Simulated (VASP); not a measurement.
## FeO: single point with PBE

The system is FeO.

```xyz
2
Lattice="1.5531 0.8967 2.5368 -1.5531 0.8967 2.5368 0.0000 -1.7934 2.5368" Properties=species:S:1:pos:R:3 pbc="T T T"
Fe    0.0000    0.0000    0.0000
O     0.0000    0.0000    3.8052
```

```
Program             : VASP 6.6.1
Task                : single point
Functional          : PBE
Potentials or basis : VASP PAW PBE potentials, release 64 (Fe, O)
Cutoff              : 520 eV
k mesh              : 18 × 18 × 18
Occupations         : gaussian, width 0.1 eV
Spin                : collinear spin, ferromagnetic start
Starting moments    : [3.79, 0.35] μB
```

| Quantity | Value |
| --- | --- |
| Pressure | -9.5 GPa |
| Band gap on the k mesh | zero (filled and empty bands overlap) |
| Net moment | 4.00 μB per cell |
| Site moments | Fe +3.63; O +0.29 μB |
| Valence electrons inside the program's atomic spheres | Fe 6.64; O 4.96 |

Levels at points of the mesh, in eV from the Fermi level:
Spin up:
```
           k point  band 7  band 8  band 9  band 10  band 11  band 12
(0.00, 0.00, 0.00)   -3.60   -3.59   -3.59    -0.20    15.27    16.57
(0.50, 0.00, 0.00)   -2.56   -0.51   -0.51     3.94     7.94    12.14
(0.50, 0.50, 0.00)   -2.93   -2.86   -2.86     4.87     8.38    10.48
(0.50, 0.50, 0.50)   -2.56   -0.51   -0.51     3.95     7.93    12.15
```
Spin down:
```csv
k point,band 1,band 2,band 3,band 4,band 5,band 6,band 7,band 8,band 9,band 10
"(0.00, 0.00, 0.00)",-19.75,-3.06,-3.06,-3.06,-0.66,-0.66,-0.66,0.22,0.22,0.59
"(0.50, 0.00, 0.00)",-18.70,-7.54,-4.82,-4.82,0.35,0.35,0.54,2.58,2.58,4.42
"(0.50, 0.50, 0.00)",-18.68,-6.49,-4.17,-4.17,-1.90,0.66,0.66,0.71,1.01,6.21
"(0.50, 0.50, 0.50)",-18.70,-7.54,-4.82,-4.82,0.35,0.35,0.54,2.58,2.58,4.42
```

Wall time 2.9 min on 1 thread of Intel(R) Xeon(R) 6975P-C (Granite Rapids), with other jobs on the host, peak memory 0.43 GiB.

Caveat: the cell stands under tension; a cell with one magnetic atom can't hold antiferromagnetic order, which such compounds often take; semilocal functionals often make such compounds metallic where correlation or magnetic order opens a gap, which also shifts bond lengths. With open d or f shells a metallic result of PBE can be an artefact of self-interaction; +U or a hybrid may open a gap.
